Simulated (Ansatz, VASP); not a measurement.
Two plane-wave programs on SnTe

```
Sn Te
1.0
     4.34128    0.00000    0.00000
    -2.17064    3.75966    0.00000
    -2.17064    1.25322    3.74719
Sn Te
1 1
Direct
  0.00000 0.00000 0.00000
  0.50000 0.50000 0.50000
```

Alike in both runs: task single point; functional PBEsol; dispersion D3(BJ); k mesh 9 × 9 × 9; occupations gaussian, width 0.02 eV; no spin polarisation.

```csv
,VASP,Ansatz
version,VASP 6.6.1,Ansatz 0.2.0
potentials or method,"VASP PAW PBE potentials, release 64 (Sn_d, Te), cutoff 500 eV","scalar-relativistic, plane waves, PAW"
valence electrons in the cell,20,30
```

Ansatz gave:

* gap on the k mesh at the Fermi level (eV): none
* pressure (GPa): -1.4
* traceless stress, the component that is largest in VASP (GPa): -1.25

Problem. What did VASP give for the same quantities?

Solution. gap on the k mesh at the Fermi level (eV): none; pressure (GPa): -1.4; traceless stress, the component that is largest in VASP (GPa): -1.24.

VASP's potentials were made for PBE, not for PBEsol. A gap of «none» marks a metal or a gap that the smearing closes. VASP's potentials hold 20 valence electrons a cell and Ansatz's 30, so a difference there can come from the potentials and not from the codes.

Spin-orbit coupling is off throughout.
